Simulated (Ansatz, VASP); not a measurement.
**One calculation of SnSe, two programs**

```
CELL_PARAMETERS angstrom
0.00000 3.01000 3.04010
3.01000 0.00000 3.04010
3.01000 3.01000 0.00000
ATOMIC_POSITIONS crystal
Sn 0.00000 0.00000 0.00000
Se 0.50000 0.50000 0.50000
```

Change from the starting cell: strain +0.0100 x Voigt [0, 0, 1, 0, 0, 0], atoms carried along.

Alike in both runs: task single point; functional r2SCAN; k mesh 10 × 10 × 10; occupations gaussian, width 0.05 eV; no spin polarisation.

```csv
,VASP,Ansatz
version,VASP 6.6.1,Ansatz 0.2.0
potentials or method,"VASP PAW PBE potentials, release 64 (Sn_d, Se), cutoff 520 eV","scalar-relativistic, plane waves, PAW"
valence electrons in the cell,20,30
```

VASP gave:

- gap on the k mesh at the Fermi level (eV): 0.41
- least direct gap on the mesh (eV): 0.41
- pressure (GPa): -0.5
- traceless stress, the component that is largest in VASP (GPa): -0.77

**Question.** Estimate Ansatz's values.

**Answer.** gap on the k mesh at the Fermi level (eV): 0.41; least direct gap on the mesh (eV): 0.41; pressure (GPa): -0.5; traceless stress, the component that is largest in VASP (GPa): -0.76.

VASP's potentials were made for PBE, not for r2SCAN. VASP's potentials hold 20 valence electrons a cell and Ansatz's 30, so a difference there can come from the potentials and not from the codes.
